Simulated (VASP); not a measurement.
Set up this calculation in VASP 6.6.1, as the native input.

- Task: relaxation of cell and atoms
- Functional: LDA
- Potentials or basis: VASP PAW LDA potentials, release 64 (Ni, Si)
- Cutoff: 600 eV
- k mesh: 9 × 8 × 6
- Occupations: fermi-dirac, width 0.05 eV
- Spin: collinear spin, ferromagnetic start
- Starting moments: [1.0, 1.0, 0.0, 0.0] μB
- Hubbard terms: Ni d U = 3.0 eV
- Dipole correction: no
- Further INCAR settings: ALGO = Normal; EDIFF = 1e-06; IBRION = 2; EDIFFG = -0.01; NSW = 60; ISIF = 3

The structure of SiNi lies in POSCAR:

```
SiNi
1.0
    2.9427706600      0.0000000000      0.0000000000
    0.0000000000      3.2803255400      0.0000000000
    0.0000000000      0.0000000000      4.6774467600
Ni Si
2 2
Direct
    0.5000000000      0.5000000000      0.3424955900
    0.0000000000      0.0000000000      0.6575044100
    0.5000000000      0.5000000000      0.8431431600
    0.0000000000      0.0000000000      0.1568568400
```

These files were run (other wordings do the same):

INCAR

```
SYSTEM = SiNi
PREC = Accurate
ENCUT = 600
EDIFF = 1E-6
ISMEAR = -1
SIGMA = 0.05
LREAL = .False.
LASPH = .True.
NELM = 150
ALGO = Normal
ISIF = 3
LWAVE = .False.
LCHARG = .False.
ISPIN = 2
MAGMOM = 1 1 0 0
LORBIT = 11
LMAXMIX = 4
LDAU = .True.
LDAUTYPE = 2
LDAUL = 2 -1
LDAUU = 3 0
LDAUJ = 0 0
LDAUPRINT = 1
GGA = CA
IBRION = 2
NSW = 60
EDIFFG = -0.01
```

KPOINTS

```
Automatic mesh
0
Gamma
  9 8 6
  0 0 0
```

Potentials or basis: VASP PAW LDA potentials, release 64 (Ni, Si).

Run with:

```bash
$ cat potpaw_LDA.64/Ni/POTCAR potpaw_LDA.64/Si/POTCAR > POTCAR
$ mpirun -np 1 vasp_std > vasp.out
```

Results of the run:

The relaxed volume is 10.76 Å³/atom. The relaxed cell is a = 2.892 Å, b = 3.238 Å, c = 4.598 Å, α = 90.00°, β = 90.00°, γ = 90.00° and the space group after relaxing (to 0.1 Å) is Pmmn (No. 59). The energy gained by relaxing is 18.4 meV/atom and the ionic steps are 10. The pressure after relaxing is -0.1 GPa. The largest force after relaxing is 0.003 eV/Å and the band gap on the k mesh is zero (filled and empty bands overlap). The net moment is 0.00 μB per cell and the valence electrons inside the program's atomic spheres are Ni 9.84; Si 1.65.

Caveat: the U is typed as a test and isn't derived for this compound.

Run time: 14 min on 1 thread of Oxide Virtual Turin-like Processor (shared host), peak memory 0.25 GiB.
